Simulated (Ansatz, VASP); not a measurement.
# W in VASP and in Ansatz

```
W
1.0
     2.75703    0.00000    0.00000
    -0.91901    2.59936    0.00000
     0.00000    0.00000   24.00444
W
5
Cartesian
  0.9190 1.2997 7.5782
  0.0000 0.0000 9.7463
  0.9190 1.2997 12.0022
  0.0000 0.0000 14.2582
  0.9190 1.2997 16.4263
```

Alike in both runs: functional PBE; k mesh 13 × 13 × 1; occupations gaussian, width 0.1 eV; no spin polarisation.

Ansatz relaxed the structure, and its values are those at the end. VASP's run is a single point on that final structure, the one shown.

|  | VASP | Ansatz |
| --- | --- | --- |
| version | VASP 6.6.1 | Ansatz 0.2.0 |
| potentials or method | VASP PAW PBE potentials, release 64 (W_sv), cutoff 520 eV | scalar-relativistic, plane waves, PAW |
| valence electrons in the cell | 70 | 70 |

```csv
,VASP,Ansatz,Ansatz less VASP
gap on the k mesh at the Fermi level (eV),none,none,-
rms of the force components (eV/Å),0.019,0.007,-0.0121
```

A gap of «none» marks a metal or a gap that the smearing closes. Ansatz's warnings: xc potential rough in thin density.

Spin-orbit coupling is off throughout.
